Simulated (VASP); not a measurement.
# SiO2 (I4_1/amd) in VASP: further runs

Aim: see how the results for SiO2 move with the level of theory and the settings. Levels: PBE, r2SCAN. Tasks: single point.

All numbers are computed with VASP 6.6.1; they aren't measurements. Logs are shortened: lines on timing, memory, paths and dates and some standing lists are left out, and cuts for length are marked.

## (1) The cell of the first run

Symmetry: I4_1/amd, No. 141, tetragonal system. The conventional cell has a = 3.562 Å, b = 3.562 Å, c = 8.604 Å, α = 90.00°, β = 90.00°, γ = 90.00°. Within 2.4 Å of Si (site symmetry -4m2) lie 6 O at 1.79 to 1.82 Å. O (site symmetry 2mm) has 3 Si at 1.79 to 1.82 Å and 2 O at 2.28 Å within 2.4 Å.

## (2) Single point, PBE (9.10 Å³/atom)

INCAR reads:

```
PREC     = Accurate       # precision mode
ENCUT    = 520            # plane-wave cutoff, eV
EDIFF    = 1E-6           # SCF threshold, eV
ISMEAR   = 0              # smearing method
SIGMA    = 0.01           # smearing width, eV
LREAL    = False          # projectors in reciprocal space
LASPH    = True           # aspherical terms in the spheres
NELM     = 60             # most SCF steps
ALGO     = Normal         # electronic algorithm
ISIF     = 2              # what is computed and relaxed
LWAVE    = False          # write WAVECAR
LCHARG   = True           # write CHGCAR
GGA      = PE             # functional
LELF     = True           # ELF
LVHAR    = True         
NBANDS   = 25             # bands
```

KPOINTS reads:

```
regular mesh
0
Gamma
  8 8 8
```

POSCAR reads:

```
SiO2
1.0
   -1.7808734424      1.7808734424      4.3021750540
    1.7808734424     -1.7808734424      4.3021750540
    1.7808734424      1.7808734424     -4.3021750540
Si O
2 4
Direct
    0.7500000000      0.2500000000      0.5000000000
    0.0000000000      0.0000000000      0.0000000000
    0.5421687974      0.0421687974      0.5000000000
    0.7921687974      0.7921687974      0.0000000000
    0.2078312026      0.2078312026      0.0000000000
    0.9578312026      0.4578312026      0.5000000000
```

Potentials or basis: VASP PAW PBE potentials, release 64 (Si, O).

The run is started by

```console
$ cat potpaw_PBE.64/Si/POTCAR potpaw_PBE.64/O/POTCAR > POTCAR
$ mpirun -np 1 vasp_std > vasp.out
```

OUTCAR:

```text
PREC = Accurate
   ENCUT = 520
   EDIFF = 1E-6
   ISMEAR = 0
   LREAL = False
   LASPH = True
   NELM = 60
   ISIF = 2
   GGA = PE

 ion  position               nearest neighbor table
   1  0.750  0.250  0.500-   3 1.79   6 1.79   5 1.82   4 1.82   4 1.82   5 1.82   2 2.79   2 2.79
                             2 2.79   2 2.79
   2  0.000  0.000  0.000-   4 1.79   5 1.79   3 1.82   6 1.82   3 1.82   6 1.82   1 2.79   1 2.79
                             1 2.79   1 2.79
   3  0.542  0.042  0.500-   1 1.79   2 1.82   2 1.82
   4  0.792  0.792  0.000-   2 1.79   1 1.82   1 1.82
   5  0.208  0.208  0.000-   2 1.79   1 1.82   1 1.82
   6  0.958  0.458  0.500-   1 1.79   2 1.82   2 1.82

  LATTYP: Found a body centered tetragonal cell.
 ALAT       =     3.5617468848
 C/A-ratio  =     2.4157668656

  Lattice vectors:

 A1 = (  -1.7808734424,   1.7808734424,   4.3021750540)
 A2 = (   1.7808734424,  -1.7808734424,   4.3021750540)
 A3 = (   1.7808734424,   1.7808734424,  -4.3021750540)

Analysis of symmetry for initial positions (statically):
=====================================================================
 Subroutine PRICEL returns:
 Original cell was already a primitive cell.

 Routine SETGRP: Setting up the symmetry group for a
 body centered tetragonal supercell.

 Subroutine GETGRP returns: Found 16 space group operations
 (whereof  8 operations were pure point group operations)
 out of a pool of 16 trial point group operations.

The static configuration has the point symmetry D_2d.
 The point group associated with its full space group is D_4h.

Analysis of symmetry for dynamics (positions and initial velocities):
=====================================================================
 Subroutine PRICEL returns:
 Original cell was already a primitive cell.

 Routine SETGRP: Setting up the symmetry group for a
 body centered tetragonal supercell.

 Subroutine GETGRP returns: Found 16 space group operations
 (whereof  8 operations were pure point group operations)
 out of a pool of 16 trial point group operations.

The dynamic configuration has the point symmetry D_2d.
 The point group associated with its full space group is D_4h.

 Subroutine INISYM returns: Found 16 space group operations
 (whereof  8 operations are pure point group operations),
 and found     1 'primitive' translations

----------------------------------------------------------------------------------------

                                     Primitive cell

  volume of cell :      54.5776

  direct lattice vectors                    reciprocal lattice vectors
    -1.780873442  1.780873442  4.302175054     0.000000000  0.280761107  0.116220282
     1.780873442 -1.780873442  4.302175054     0.280761107  0.000000000  0.116220282
     1.780873442  1.780873442 -4.302175054     0.280761107  0.280761107  0.000000000

  length of vectors
     4.985151014  4.985151014  4.985151014     0.303865025  0.303865025  0.397056166

  position of ions in fractional coordinates (direct lattice)
     0.750000000  0.250000000  0.500000000
     0.000000000  0.000000000  0.000000000
     0.542168797  0.042168797  0.500000000
     0.792168797  0.792168797  0.000000000
     0.207831203  0.207831203  0.000000000
     0.957831203  0.457831203  0.500000000

  ion indices of the primitive-cell ions
   primitive index   ion index
                 1           1
                 2           2
                 3           3
                 4           4
                 5           5
                 6           6

----------------------------------------------------------------------------------------

 KPOINTS: regular mesh

Automatic generation of k-mesh.
 Grid dimensions read from file:
 generate k-points for:    8    8    8

 Generating k-lattice:

  Cartesian coordinates                     Fractional coordinates (reciprocal lattice)
     0.000000000  0.035095138  0.014527535     0.125000000  0.000000000 -0.000000000
     0.035095138  0.000000000  0.014527535     0.000000000  0.125000000 -0.000000000
     0.035095138  0.035095138  0.000000000     0.000000000  0.000000000  0.125000000

  Length of vectors
     0.037983128  0.037983128  0.049632021

  Shift w.r.t. Gamma in fractional coordinates (k-lattice)
     0.000000000  0.000000000  0.000000000

 Subroutine IBZKPT returns following result:
 ===========================================

 Found     59 irreducible k-points:

 Following reciprocal coordinates:
            Coordinates               Weight
  0.000000  0.000000  0.000000      1.000000
  0.125000  0.000000  0.000000      8.000000
  0.250000  0.000000  0.000000      8.000000
  0.375000  0.000000  0.000000      8.000000
  0.500000  0.000000  0.000000      4.000000
  0.125000  0.125000  0.000000      8.000000
[... 16 lines left out ...]
  0.250000  0.125000  0.125000     16.000000
  0.375000  0.125000  0.125000      8.000000
 [... further k-points ...]
   k-points           NKPTS =     59   k-points in BZ     NKDIM =     59   number of bands    NBANDS=     25
   number of dos      NEDOS =    301   number of ions     NIONS =      6
   total plane-waves  NPLWV =  64000
   dimension x,y,z NGX =    40 NGY =   40 NGZ =   40
   dimension x,y,z NGXF=    80 NGYF=   80 NGZF=   80
   ions per type =               2   4
   NGX,Y,Z   is equivalent  to a cutoff of  13.34, 13.34, 13.34 a.u.
   NGXF,Y,Z  is equivalent  to a cutoff of  26.68, 26.68, 26.68 a.u.
 SYSTEM =  unknown system
   PREC   = accura    normal or accurate (medium, high low for compatibility)
   ISTART =      0    job   : 0-new  1-cont  2-samecut
   ICHARG =      2    charge: 1-file 2-atom 10-const
   ISPIN  =      1    spin polarized calculation?
   LNONCOLLINEAR =      F non collinear calculations
   LSORBIT =      F    spin-orbit coupling
   LASPH  =      T    aspherical Exc in radial PAW
   ENCUT  =  520.0 eV  38.22 Ry    6.18 a.u.   9.27  9.27  9.27*2*pi/ulx,y,z
   NELM   =     60;   NELMIN=  2; NELMDL= -5     # of ELM steps
   EDIFF  = 0.1E-05   stopping-criterion for ELM
   LREAL  =      F    real-space projection
   EDIFFG = 0.1E-04   stopping-criterion for IOM
   NSW    =      0    number of steps for IOM
   IBRION =     -1    ionic relax: 0-MD 1-quasi-New 2-CG
   NFREE  =      0    steps in history (QN), initial steepest desc. (CG)
   ISIF   =      2    stress and relaxation
   ISYM   =      2    0-nonsym 1-usesym 2-fastsym
   POTIM  = 0.5000    time-step for ionic-motion
   TEBEG  =    0.0;   TEEND  =   0.0 temperature during run
   PSTRESS=    0.0 pullay stress
   NELECT =      32.0000    total number of electrons
   NUPDOWN=      -1.0000    fix difference up-down
   EMIN   =  10.00;   EMAX   =-10.00  energy-range for DOS
   EFERMI =   0.00;   METHOD = LEGACY
   ISMEAR =     0;   SIGMA  =   0.01  broadening in eV -4-tet -1-fermi 0-gaus
   EFERMI_NEDOS =   21; number of points for ismear=-14 and -15
   IALGO  =     38    algorithm
   IMIX   =      4    mixing-type and parameters
     AMIX     =   0.40;   BMIX     =  1.00
     AMIX_MAG =   1.60;   BMIX_MAG =  1.00
  volume/ion in A,a.u.               =       9.10        61.38
  Fermi-wavevector in a.u.,A,eV,Ry     =   1.370209  2.589319 25.544561  1.877472
  Thomas-Fermi vector in A             =   2.496015
   LORBIT       =      0    0 simple, 1 ext, 2 COOP (PROOUT), +10 PAW based schemes
   GGA     = PE    functional components
   LHFCALC =     F    Hartree Fock is set to
   AEXX    =    0.0000 exact exchange contribution
   IVDW    =     0    specifies the selected vdW correction
   LEPSILON=     F    determine dielectric tensor
   LRPA    =     F    only Hartree local field effects (RPA)
 non-spin polarized calculation
 Gauss-broadening in eV      SIGMA  =   0.01
  energy-cutoff  :      520.00
  volume of cell :       54.58
 maximum number of plane-waves:      1491
 NGX is ok and might be reduce to    40
   NGX = 19   NGY = 19   NGZ = 19

 number of electron      32.0000000 magnetization

 Free energy of the ion-electron system (eV)
  ---------------------------------------------------
  ext. energy  EPLUGINS =         0.00000000
  ---------------------------------------------------
  free energy    TOTEN  =       -46.00464715 eV

  energy without entropy =      -46.00464715  energy(sigma->0) =      -46.00464715

 E-fermi :   5.3944     XC(G=0): -11.2278

 val. band max:        5.3299184003   @ k =  -0.3750   0.3750   0.0000
 cond. band min:      10.6397170636   @ k =   0.0000   0.0000   0.0000
 fundamental gap:      5.3097986633
 Fermi energy:         5.3943985213

 k-point     1 :       0.0000    0.0000    0.0000
  band No.  band energies     occupation
      1     -15.6988      2.00000
      2     -12.9561      2.00000
      3     -11.9278      2.00000
      4     -11.2056      2.00000
      5      -1.9340      2.00000
      6      -1.9340      2.00000
[... 17 lines left out ...]
     24      18.7464      0.00000
     25      19.0342      0.00000

 k-point     2 :       0.1250    0.0000    0.0000
  band No.  band energies     occupation
      1     -15.5826      2.00000
      2     -13.0271      2.00000
      3     -11.8885      2.00000
      4     -11.3281      2.00000
      5      -2.4776      2.00000
      6      -1.9296      2.00000
[... 17 lines left out ...]
     24      18.8323      0.00000
     25      18.8828      0.00000

 k-point     3 :       0.2500    0.0000    0.0000
  band No.  band energies     occupation
      1     -15.2562      2.00000
      2     -13.1625      2.00000
      3     -11.9896      2.00000
      4     -11.5320      2.00000
      5      -2.8948      2.00000
      6      -1.9092      2.00000
[... 17 lines left out ...]
     24      18.4217      0.00000
     25      18.8655      0.00000

 k-point     4 :       0.3750    0.0000    0.0000
  band No.  band energies     occupation
      1     -14.8147      2.00000
      2     -13.2457      2.00000
      3     -12.4935      2.00000
      4     -11.5253      2.00000
      5      -2.9379      2.00000
      6      -1.8760      2.00000
[... 17 lines left out ...]
     24      18.9774      0.00000
     25      19.0998      0.00000

 k-point     5 :       0.5000    0.0000    0.0000
  band No.  band energies     occupation
      1     -14.5584      2.00000
      2     -13.2193      2.00000
      3     -12.8600      2.00000
      4     -11.5054      2.00000
      5      -2.9087      2.00000
      6      -1.8587      2.00000
[... 17 lines left out ...]
     24      18.8516      0.00000
     25      19.1553      0.00000

 k-point     6 :       0.1250    0.1250    0.0000
  band No.  band energies     occupation
      1     -15.4336      2.00000
      2     -13.1657      2.00000
      3     -11.8264      2.00000
      4     -11.4456      2.00000
      5      -2.9846      2.00000
      6      -1.5916      2.00000
[... 17 lines left out ...]
     24      18.5394      0.00000
     25      18.6749      0.00000
[... 393 lines left out ...]
 k-point    21 :       0.5000    0.5000    0.0000
  band No.  band energies     occupation
      1     -13.1284      2.00000
      2     -13.1284      2.00000
      3     -12.8717      2.00000
      4     -12.8717      2.00000
      5      -3.8636      2.00000
      6      -3.8636      2.00000
[... 17 lines left out ...]
     24      19.0876      0.00000
     25      19.6351      0.00000

 k-point    22 :       0.1250    0.1250    0.1250
  band No.  band energies     occupation
      1     -14.8742      2.00000
      2     -13.1428      2.00000
      3     -11.9724      2.00000
      4     -11.9545      2.00000
      5      -4.0368      2.00000
      6      -1.6026      2.00000
[... 17 lines left out ...]
     24      18.8982      0.00000
     25      18.9114      0.00000

 k-point    23 :       0.2500    0.1250    0.1250
  band No.  band energies     occupation
      1     -14.4200      2.00000
      2     -13.1873      2.00000
      3     -12.4698      2.00000
      4     -11.9397      2.00000
      5      -4.1118      2.00000
      6      -2.1589      2.00000
[... 17 lines left out ...]
     24      19.1439      0.00000
     25      19.5161      0.00000

 k-point    24 :       0.3750    0.1250    0.1250
  band No.  band energies     occupation
      1     -14.1438      2.00000
      2     -13.1231      2.00000
      3     -12.8575      2.00000
      4     -11.9325      2.00000
      5      -4.0456      2.00000
      6      -2.4035      2.00000
[... 17 lines left out ...]
     24      19.3133      0.00000
     25      19.4022      0.00000

 [... further k-points ...]

------------------------ aborting loop because EDIFF is reached ----------------------------------------

  FORCE on cell =-STRESS in cart. coord.  units (eV):
  Direction    XX          YY          ZZ          XY          YZ          ZX
  --------------------------------------------------------------------------------------
  -------------------------------------------------------------------------------------
  Total       -2.3632138     -2.3632138     -2.7556087      0.0000000     -0.0000000      0.0000000
  in kB      -69.3744286    -69.3744286    -80.8935594      0.0000000     -0.0000000      0.0000000
  external PRESSURE =     -73.2141388 kB  Pullay stress =       0.0000000 kB

 VOLUME and BASIS-vectors are now :
 -----------------------------------------------------------------------------
  energy-cutoff  :      520.00
  volume of cell :       54.58
      direct lattice vectors                 reciprocal lattice vectors
    -1.780873442  1.780873442  4.302175054     0.000000000  0.280761107  0.116220282
     1.780873442 -1.780873442  4.302175054     0.280761107  0.000000000  0.116220282
     1.780873442  1.780873442 -4.302175054     0.280761107  0.280761107  0.000000000

 POSITION                                       TOTAL-FORCE (eV/Angst)
 -----------------------------------------------------------------------------------
      0.00000      1.78087      2.15109        -0.000000     -0.000000     -0.000000
      0.00000      0.00000      0.00000        -0.000000     -0.000000     -0.000000
      0.00000      1.78087      0.36284        -0.000000      0.000000      0.260244
      0.00000      0.00000      6.81610         0.000000     -0.000000      0.260244
      0.00000      0.00000      1.78825         0.000000     -0.000000     -0.260244
      0.00000      1.78087      3.93934        -0.000000      0.000000     -0.260244
 -----------------------------------------------------------------------------------
    total drift:                               -0.000000      0.000000      0.000000

  FREE ENERGIE OF THE ION-ELECTRON SYSTEM (eV)
  ---------------------------------------------------
  free  energy   TOTEN  =       -46.0046471477 eV

  energy  without entropy=      -46.0046471477  energy(sigma->0) =      -46.00464715
```

Wall time 2.7 min (1 thread of Intel Xeon 8259CL, shared host); peak memory 0.25 GiB.

Results:

* Free energy: -46.0046 eV
* Pressure: -7.3 GPa
* Largest force: 0.260 eV/Å
* Band gap on the k mesh: 5.31 eV (least direct gap 5.91 eV)

Forces on the atoms (eV/Å):
```
Si   0.000  0.000  0.000
Si   0.000  0.000  0.000
O    0.000  0.000  0.260
O    0.000  0.000  0.260
O    0.000  0.000 -0.260
O    0.000  0.000 -0.260
```

Caveat: the cell stands under tension. A k mesh can miss the band edges.

(Continued in part 2 of 3.)
